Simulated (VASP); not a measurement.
A run of VASP 6.6.1 is set up as follows.

Contents of INCAR:

```
PREC = Accurate
ENCUT = 520
EDIFF = 1E-6
ISMEAR = -1
SIGMA = 0.01
LREAL = F
LASPH = T
NELM = 150
ALGO = Normal
ISIF = 2
LWAVE = F
LCHARG = F
ISPIN = 2
MAGMOM = 2
LORBIT = 11
LMAXMIX = 4
GGA = RE
ISYM = 0
NBANDS = 15
```

File KPOINTS:

```
regular mesh
0
Gamma
  1 1 1
```

Contents of POSCAR:

```
Pd
1.0
   14.0000000000      0.0000000000      0.0000000000
    0.0000000000     14.4000000000      0.0000000000
    0.0000000000      0.0000000000     14.8000000000
Pd
1
Direct
    0.5000000000      0.5000000000      0.5000000000
```

Potentials or basis: VASP PAW PBE potentials, release 64 (Pd).

The run is started by

```bash
$ cat potpaw_PBE.64/Pd/POTCAR > POTCAR
$ mpirun -np 1 vasp_gam > vasp.out
```

**Question.** Predict the net moment.

**Answer.** 0.00 μB per cell.

**Question.** What does it give for the pressure?

**Answer.** 0.0 GPa.

**Question.** Predict the band gap on the k mesh.

**Answer.** 0.70 eV.

Caveat: the PAW data sets were made with another functional, which shifts forces and pressure a little.
